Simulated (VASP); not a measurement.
Set up this calculation in VASP 6.6.1, as the native input.

```
Task                   : single point
Functional             : PBE
Potentials or basis    : VASP PAW PBE potentials, release 64 (Sc_sv, Be)
Cutoff                 : 520 eV
k mesh                 : 14 × 14 × 12
Occupations            : gaussian, width 0.1 eV
Spin                   : no spin polarisation
Dipole correction      : no
Further INCAR settings : ALGO = Fast; EDIFF = 1e-07; NBANDS = 21
```

The structure of ScBe lies in POSCAR:

```
ScBe
1.0
    1.6609994327     -5.1339797736      0.0000000000
    1.6609994327      5.1339797736      0.0000000000
    0.0000000000      0.0000000000      3.8964875496
Sc Be
2 2
Direct
    0.8513774065      0.1486225935      0.7500000000
    0.1486225935      0.8513774065      0.2500000000
    0.5580812326      0.4419187674      0.7500000000
    0.4419187674      0.5580812326      0.2500000000
```

These files were run (other wordings do the same):

INCAR

```
PREC = Accurate
ENCUT = 520
EDIFF = 1E-7
ISMEAR = 0
SIGMA = 0.1
LREAL = False
LASPH = True
NELM = 100
ALGO = Fast
ISIF = 2
LWAVE = False
LCHARG = True
GGA = PE
LELF = True
LVHAR = True
NBANDS = 21
```

KPOINTS

```
Automatic mesh
0
Gamma
  14 14 12
```

Potentials or basis: VASP PAW PBE potentials, release 64 (Sc_sv, Be).

Run with:

```bash
$ cat potpaw_PBE.64/Sc_sv/POTCAR potpaw_PBE.64/Be/POTCAR > POTCAR
$ mpirun -np 1 vasp_std > vasp.out
```

Results of the run:

* Pressure: 0.1 GPa
* Largest force: 0.006 eV/Å
* Band gap on the k mesh: zero (bands 13 and 14 overlap by 1.60 eV)

It took 9.6 min on 1 thread of AMD EPYC 9R45 96-Core Processor (Zen 5), with other jobs on the host, peak memory 0.56 GiB.
